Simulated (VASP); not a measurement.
# BN (F-43m) in VASP: further runs

BN is run at these levels: PBE; tasks: single point.

Program: VASP 6.6.1. These are calculated values, not measurements. Logs are shortened: lines on timing, memory, paths and dates and some standing lists are left out, and cuts for length are marked.

### 1 The cell of the first run

Symmetry: F-43m, No. 216, cubic system. The conventional cell has a = 3.625 Å, b = 3.625 Å, c = 3.625 Å, α = 90.00°, β = 90.00°, γ = 90.00°. Within 2.1 Å of B (site symmetry -43m) lie 4 N at 1.57 Å. N (site symmetry -43m) has 4 B at 1.57 Å within 2.1 Å.

### 2 Single point, PBE

INCAR reads:

```
SYSTEM = BN
PREC = Accurate
ENCUT = 520
EDIFF = 1E-6
ISMEAR = 0
SIGMA = 0.01
LREAL = .FALSE.
LASPH = .TRUE.
NELM = 100
ALGO = Normal
ISIF = 2
LWAVE = .FALSE.
LCHARG = .TRUE.
GGA = PE
LELF = .TRUE.
LVHAR = .TRUE.
NBANDS = 11
```

KPOINTS reads:

```
Automatic mesh
0
G
  10 10 10
  0 0 0
```

POSCAR reads:

```
BN
1.0
    0.0000000000      1.8122639358      1.8122639358
    1.8122639358      0.0000000000      1.8122639358
    1.8122639358      1.8122639358      0.0000000000
B N
1 1
Direct
    0.0000000000      0.0000000000      0.0000000000
    0.2500000000      0.2500000000      0.2500000000
```

Potentials or basis: VASP PAW PBE potentials, release 64 (B, N).

Command:

```console
cat potpaw_PBE.64/B/POTCAR potpaw_PBE.64/N/POTCAR > POTCAR
mpirun -np 1 vasp_std > vasp.out
```

OUTCAR:

```text
SYSTEM = BN
   PREC = Accurate
   ENCUT = 520
   EDIFF = 1E-6
   ISMEAR = 0
   LREAL = .FALSE.
   LASPH = .TRUE.
   NELM = 100
   ISIF = 2
   GGA = PE

 ion  position               nearest neighbor table
   1  0.000  0.000  0.000-   2 1.57   2 1.57   2 1.57   2 1.57
   2  0.250  0.250  0.250-   1 1.57   1 1.57   1 1.57   1 1.57

  LATTYP: Found a face centered cubic cell.
 ALAT       =     3.6245278716

  Lattice vectors:

 A1 = (   0.0000000000,   1.8122639358,   1.8122639358)
 A2 = (   1.8122639358,   0.0000000000,   1.8122639358)
 A3 = (   1.8122639358,   1.8122639358,   0.0000000000)

Analysis of symmetry for initial positions (statically):
=====================================================================
 Subroutine PRICEL returns:
 Original cell was already a primitive cell.

 Routine SETGRP: Setting up the symmetry group for a
 face centered cubic supercell.

 Subroutine GETGRP returns: Found 24 space group operations
 (whereof 24 operations were pure point group operations)
 out of a pool of 48 trial point group operations.

The static configuration has the point symmetry T_d .

Analysis of symmetry for dynamics (positions and initial velocities):
=====================================================================
 Subroutine PRICEL returns:
 Original cell was already a primitive cell.

 Routine SETGRP: Setting up the symmetry group for a
 face centered cubic supercell.

 Subroutine GETGRP returns: Found 24 space group operations
 (whereof 24 operations were pure point group operations)
 out of a pool of 48 trial point group operations.

The dynamic configuration has the point symmetry T_d .

 Subroutine INISYM returns: Found 24 space group operations
 (whereof 24 operations are pure point group operations),
 and found     1 'primitive' translations

----------------------------------------------------------------------------------------

                                     Primitive cell

  volume of cell :      11.9040

  direct lattice vectors                    reciprocal lattice vectors
     0.000000000  1.812263936  1.812263936    -0.275898003  0.275898003  0.275898003
     1.812263936  0.000000000  1.812263936     0.275898003 -0.275898003  0.275898003
     1.812263936  1.812263936  0.000000000     0.275898003  0.275898003 -0.275898003

  length of vectors
     2.562928237  2.562928237  2.562928237     0.477869358  0.477869358  0.477869358

  position of ions in fractional coordinates (direct lattice)
     0.000000000  0.000000000  0.000000000
     0.250000000  0.250000000  0.250000000

  ion indices of the primitive-cell ions
   primitive index   ion index
                 1           1
                 2           2

----------------------------------------------------------------------------------------

 KPOINTS: Automatic mesh

Automatic generation of k-mesh.
 Grid dimensions read from file:
 generate k-points for:   10   10   10

 Generating k-lattice:

  Cartesian coordinates                     Fractional coordinates (reciprocal lattice)
    -0.027589800  0.027589800  0.027589800     0.100000000  0.000000000  0.000000000
     0.027589800 -0.027589800  0.027589800     0.000000000  0.100000000  0.000000000
     0.027589800  0.027589800 -0.027589800     0.000000000  0.000000000  0.100000000

  Length of vectors
     0.047786936  0.047786936  0.047786936

  Shift w.r.t. Gamma in fractional coordinates (k-lattice)
     0.000000000  0.000000000  0.000000000

 Subroutine IBZKPT returns following result:
 ===========================================

 Found     47 irreducible k-points:

 Following reciprocal coordinates:
            Coordinates               Weight
  0.000000  0.000000  0.000000      1.000000
  0.100000  0.000000  0.000000      8.000000
  0.200000  0.000000  0.000000      8.000000
  0.300000  0.000000  0.000000      8.000000
  0.400000  0.000000  0.000000      8.000000
  0.500000  0.000000  0.000000      4.000000
[... 16 lines left out ...]
  0.300000  0.300000  0.000000      6.000000
  0.400000  0.300000  0.000000     24.000000
 [... further k-points ...]
   k-points           NKPTS =     47   k-points in BZ     NKDIM =     47   number of bands    NBANDS=     11
   number of dos      NEDOS =    301   number of ions     NIONS =      2
   total plane-waves  NPLWV =   8000
   dimension x,y,z NGX =    20 NGY =   20 NGZ =   20
   dimension x,y,z NGXF=    40 NGYF=   40 NGZF=   40
   ions per type =               1   1
   NGX,Y,Z   is equivalent  to a cutoff of  12.97, 12.97, 12.97 a.u.
   NGXF,Y,Z  is equivalent  to a cutoff of  25.95, 25.95, 25.95 a.u.
 SYSTEM =  BN
   PREC   = accura    normal or accurate (medium, high low for compatibility)
   ISTART =      0    job   : 0-new  1-cont  2-samecut
   ICHARG =      2    charge: 1-file 2-atom 10-const
   ISPIN  =      1    spin polarized calculation?
   LNONCOLLINEAR =      F non collinear calculations
   LSORBIT =      F    spin-orbit coupling
   LASPH  =      T    aspherical Exc in radial PAW
   ENCUT  =  520.0 eV  38.22 Ry    6.18 a.u.   4.77  4.77  4.77*2*pi/ulx,y,z
   NELM   =    100;   NELMIN=  2; NELMDL= -5     # of ELM steps
   EDIFF  = 0.1E-05   stopping-criterion for ELM
   LREAL  =      F    real-space projection
   EDIFFG = 0.1E-04   stopping-criterion for IOM
   NSW    =      0    number of steps for IOM
   IBRION =     -1    ionic relax: 0-MD 1-quasi-New 2-CG
   NFREE  =      0    steps in history (QN), initial steepest desc. (CG)
   ISIF   =      2    stress and relaxation
   ISYM   =      2    0-nonsym 1-usesym 2-fastsym
   POTIM  = 0.5000    time-step for ionic-motion
   TEBEG  =    0.0;   TEEND  =   0.0 temperature during run
   PSTRESS=    0.0 pullay stress
   NELECT =       8.0000    total number of electrons
   NUPDOWN=      -1.0000    fix difference up-down
   EMIN   =  10.00;   EMAX   =-10.00  energy-range for DOS
   EFERMI =   0.00;   METHOD = LEGACY
   ISMEAR =     0;   SIGMA  =   0.01  broadening in eV -4-tet -1-fermi 0-gaus
   EFERMI_NEDOS =   21; number of points for ismear=-14 and -15
   IALGO  =     38    algorithm
   IMIX   =      4    mixing-type and parameters
     AMIX     =   0.40;   BMIX     =  1.00
     AMIX_MAG =   1.60;   BMIX_MAG =  1.00
  volume/ion in A,a.u.               =       5.95        40.17
  Fermi-wavevector in a.u.,A,eV,Ry     =   1.433970  2.709810 27.977249  2.056270
  Thomas-Fermi vector in A             =   2.553430
   LORBIT       =      0    0 simple, 1 ext, 2 COOP (PROOUT), +10 PAW based schemes
   GGA     = PE    functional components
   LHFCALC =     F    Hartree Fock is set to
   AEXX    =    0.0000 exact exchange contribution
   IVDW    =     0    specifies the selected vdW correction
   LEPSILON=     F    determine dielectric tensor
   LRPA    =     F    only Hartree local field effects (RPA)
 non-spin polarized calculation
 Gauss-broadening in eV      SIGMA  =   0.01
  energy-cutoff  :      520.00
  volume of cell :       11.90
 maximum number of plane-waves:       332
   NGX =  9   NGY =  9   NGZ =  9

 number of electron       7.9999999 magnetization

 Free energy of the ion-electron system (eV)
  ---------------------------------------------------
  ext. energy  EPLUGINS =         0.00000000
  ---------------------------------------------------
  free energy    TOTEN  =       -17.45098959 eV

  energy without entropy =      -17.45098959  energy(sigma->0) =      -17.45098959

 E-fermi :   7.5000     XC(G=0): -12.7831

 val. band max:        7.3059905274   @ k =   0.0000   0.0000   0.0000
 cond. band min:      11.7569118204   @ k =   0.5000   0.5000   0.0000
 fundamental gap:      4.4509212929
 Fermi energy:         7.5000227778

 k-point     1 :       0.0000    0.0000    0.0000
  band No.  band energies     occupation
      1     -12.8352      2.00000
      2       7.3060      2.00000
      3       7.3060      2.00000
      4       7.3060      2.00000
      5      16.0883      0.00000
      6      16.0883      0.00000
      7      16.0883      0.00000
      8      17.5272      0.00000
      9      31.9101      0.00000
     10      34.9783      0.00000
     11      34.9783      0.00000

 k-point     2 :       0.1000    0.0000    0.0000
  band No.  band energies     occupation
      1     -12.5936      2.00000
      2       6.0427      2.00000
      3       7.0542      2.00000
      4       7.0542      2.00000
      5      16.3461      0.00000
      6      16.4690      0.00000
      7      16.4690      0.00000
      8      18.3290      0.00000
      9      31.6405      0.00000
     10      32.3926      0.00000
     11      32.3926      0.00000

 k-point     3 :       0.2000    0.0000    0.0000
  band No.  band energies     occupation
      1     -11.8827      2.00000
      2       3.3429      2.00000
      3       6.4879      2.00000
      4       6.4879      2.00000
      5      16.6988      0.00000
      6      17.2583      0.00000
      7      17.2583      0.00000
      8      19.9994      0.00000
      9      30.9268      0.00000
     10      30.9268      0.00000
     11      30.9586      0.00000

 k-point     4 :       0.3000    0.0000    0.0000
  band No.  band energies     occupation
      1     -10.7605      2.00000
      2       0.4050      2.00000
      3       5.9143      2.00000
      4       5.9143      2.00000
      5      17.0282      0.00000
      6      17.8238      0.00000
      7      17.8238      0.00000
      8      21.4083      0.00000
      9      30.4725      0.00000
     10      31.1733      0.00000
     11      31.1733      0.00000
[... 239 lines left out ...]
 k-point    22 :      -0.2000    0.2000    0.0000
  band No.  band energies     occupation
      1     -10.3897      2.00000
      2       1.1772      2.00000
      3       3.0690      2.00000
      4       6.0195      2.00000
      5      17.8070      0.00000
      6      18.2186      0.00000
      7      18.7220      0.00000
      8      20.9222      0.00000
      9      28.5603      0.00000
     10      29.5619      0.00000
     11      33.9307      0.00000

 k-point    23 :       0.3000    0.3000    0.0000
  band No.  band energies     occupation
      1     -10.0851      2.00000
      2       2.1010      2.00000
      3       3.6729      2.00000
      4       3.6729      2.00000
      5      13.4200      0.00000
      6      18.0359      0.00000
      7      21.9469      0.00000
      8      21.9469      0.00000
      9      25.9539      0.00000
     10      34.5151      0.00000
     11      39.0551      0.00000

 k-point    24 :       0.4000    0.3000    0.0000
  band No.  band energies     occupation
      1      -9.0892      2.00000
      2       0.5606      2.00000
      3       2.8291      2.00000
      4       3.2665      2.00000
      5      13.3830      0.00000
      6      17.8915      0.00000
      7      22.6819      0.00000
      8      22.7856      0.00000
      9      26.8932      0.00000
     10      34.2264      0.00000
     11      38.9675      0.00000

 [... further k-points ...]
[... 5 lines left out ...]
  --------------------------------------------------------------------------------------
  -------------------------------------------------------------------------------------
  Total        0.0219267      0.0219267      0.0219267     -0.0000000     -0.0000000     -0.0000000
  in kB        2.9511369      2.9511369      2.9511369     -0.0000000     -0.0000000     -0.0000000
  external PRESSURE =       2.9511369 kB  Pullay stress =       0.0000000 kB

 VOLUME and BASIS-vectors are now :
 -----------------------------------------------------------------------------
  energy-cutoff  :      520.00
  volume of cell :       11.90
      direct lattice vectors                 reciprocal lattice vectors
     0.000000000  1.812263936  1.812263936    -0.275898003  0.275898003  0.275898003
     1.812263936  0.000000000  1.812263936     0.275898003 -0.275898003  0.275898003
     1.812263936  1.812263936  0.000000000     0.275898003  0.275898003 -0.275898003

 POSITION                                       TOTAL-FORCE (eV/Angst)
 -----------------------------------------------------------------------------------
      0.00000      0.00000      0.00000         0.000000      0.000000      0.000000
      0.90613      0.90613      0.90613        -0.000000     -0.000000     -0.000000
 -----------------------------------------------------------------------------------
    total drift:                                0.000000      0.000000      0.000000

  FREE ENERGIE OF THE ION-ELECTRON SYSTEM (eV)
  ---------------------------------------------------
  free  energy   TOTEN  =       -17.4509895899 eV

  energy  without entropy=      -17.4509895899  energy(sigma->0) =      -17.45098959
```

It took 5.9 s on 1 thread of Intel Xeon Platinum 8488C (Sapphire Rapids), shared host; peak memory 0.11 GiB.

Results:

```yaml
Free_energy: -17.4510 eV
Pressure: 0.3 GPa
Band_gap_on_the_k_mesh: 4.45 eV, indirect (least direct gap 8.78 eV)
```

A k mesh can miss the band edges.

### 3 Single point, PBE (volume changed by -6%)

INCAR reads:

```
SYSTEM = BN
PREC = Accurate ; ENCUT = 520
EDIFF = 1E-6 ; ISMEAR = 0
SIGMA = 0.01 ; LREAL = .False.
LASPH = .True. ; NELM = 80
ALGO = Normal ; ISIF = 2
LWAVE = .False. ; LCHARG = .False.
GGA = PE ; NBANDS = 11
```

KPOINTS reads:

```
regular mesh
0
Gamma
  10 10 10
  0 0 0
```

POSCAR reads:

```
BN
1.0
    0.0000000000      1.7752685769      1.7752685769
    1.7752685769      0.0000000000      1.7752685769
    1.7752685769      1.7752685769      0.0000000000
B N
1 1
Direct
    0.0000000000      0.0000000000      0.0000000000
    0.2500000000      0.2500000000      0.2500000000
```

Potentials or basis: VASP PAW PBE potentials, release 64 (B, N).

Command:

```console
cat potpaw_PBE.64/B/POTCAR potpaw_PBE.64/N/POTCAR > POTCAR
mpirun -np 1 vasp_std > vasp.out
```

Wall time 6.8 s (1 thread of Intel Xeon Platinum 8488C (Sapphire Rapids), shared host); peak memory 0.12 GiB.

The run converged. Its results:

```
Free energy            : -17.3933 eV
Pressure               : 26.3 GPa
Band gap on the k mesh : 4.51 eV, indirect (least direct gap 9.08 eV)
```

Levels at points of the mesh, in eV from the valence-band top:
| k point | band 1 | band 2 | band 3 | band 4 | band 5 | band 6 | band 7 | band 8 |
| --- | --- | --- | --- | --- | --- | --- | --- | --- |
| (0.00, 0.00, 0.00) | -20.86 | 0.00 | 0.00 | 0.00 | 9.08 | 9.08 | 9.08 | 11.24 |
| (0.50, 0.00, 0.00) | -16.38 | -11.20 | -2.04 | -2.04 | 10.86 | 11.00 | 11.00 | 15.81 |
| (0.50, 0.50, 0.00) | -14.94 | -9.28 | -5.18 | -5.18 | 4.51 | 9.53 | 18.76 | 18.76 |

### 4 Single point, PBE (volume changed by -3%)

INCAR reads:

```
  PREC = Accurate
  ENCUT = 520
  EDIFF = 1E-7
  ISMEAR = 0
  SIGMA = 0.01
  LREAL = False
  LASPH = True
  NELM = 100
  ALGO = Normal
  ISIF = 2
  LWAVE = False
  LCHARG = False
  GGA = PE
  NBANDS = 11
```

KPOINTS reads:

```
Automatic mesh
0
Gamma
  10 10 10
```

POSCAR reads:

```
BN
1.0
    0.0000000000      1.7939569879      1.7939569879
    1.7939569879      0.0000000000      1.7939569879
    1.7939569879      1.7939569879      0.0000000000
B N
1 1
Direct
    0.0000000000      0.0000000000      0.0000000000
    0.2500000000      0.2500000000      0.2500000000
```

Command:

```console
cat potpaw_PBE.64/B/POTCAR potpaw_PBE.64/N/POTCAR > POTCAR
mpirun -np 1 vasp_std > vasp.out
```

Wall time 5.6 s (1 thread of Intel Xeon Platinum 8488C (Sapphire Rapids), shared host); peak memory 0.12 GiB.

It converged, with:

```
Free energy            : -17.4366 eV
Pressure               : 12.4 GPa
Band gap on the k mesh : 4.48 eV, indirect (least direct gap 8.93 eV)
```

Levels at points of the mesh, in eV from the valence-band top:
```tsv
k point	band 2	band 3	band 4	band 5	band 6	band 7
(0.00, 0.00, 0.00)	0.00	0.00	0.00	8.93	8.93	8.93
(0.50, 0.00, 0.00)	-10.90	-1.98	-1.98	10.44	10.83	10.83
(0.50, 0.50, 0.00)	-9.06	-5.02	-5.02	4.48	9.36	18.27
```

### 5 Single point, PBE (volume changed by +3%)

INCAR reads:

```
PREC = Accurate
ENCUT = 520
EDIFF = 1E-7
ISMEAR = 0
SIGMA = 0.01
LREAL = F
LASPH = T
NELM = 60
ALGO = Normal
ISIF = 2
LWAVE = F
LCHARG = F
GGA = PE
NBANDS = 11
```

KPOINTS reads:

```
regular mesh
0
Gamma
  10 10 10
```

POSCAR reads:

```
BN
1.0
    0.0000000000      1.8302083101      1.8302083101
    1.8302083101      0.0000000000      1.8302083101
    1.8302083101      1.8302083101      0.0000000000
B N
1 1
Direct
    0.0000000000      0.0000000000      0.0000000000
    0.2500000000      0.2500000000      0.2500000000
```

Command:

```console
cat potpaw_PBE.64/B/POTCAR potpaw_PBE.64/N/POTCAR > POTCAR
mpirun -np 1 vasp_std > vasp.out
```

Run time: 7.8 s. Hardware: 1 thread of Intel Xeon Platinum 8488C (Sapphire Rapids), shared host; peak memory 0.12 GiB.

It converged, with:

```yaml
Free_energy: -17.4403 eV
Pressure: -10.2 GPa
Band_gap_on_the_k_mesh: 4.42 eV, indirect (least direct gap 8.64 eV)
```

Levels at points of the mesh, in eV from the valence-band top:
```
           k point  band 1  band 2  band 3  band 4  band 5  band 6  band 7  band 8  band 9
(0.00, 0.00, 0.00)  -19.81    0.00    0.00    0.00    8.64    8.64    8.64    9.75   24.06
(0.50, 0.00, 0.00)  -15.77  -10.35   -1.87   -1.87    9.66   10.50   10.50   14.87   22.93
(0.50, 0.50, 0.00)  -14.45   -8.68   -4.72   -4.72    4.42    9.02   17.35   17.35   20.16
```

(Part 1 of 2 ends here.)
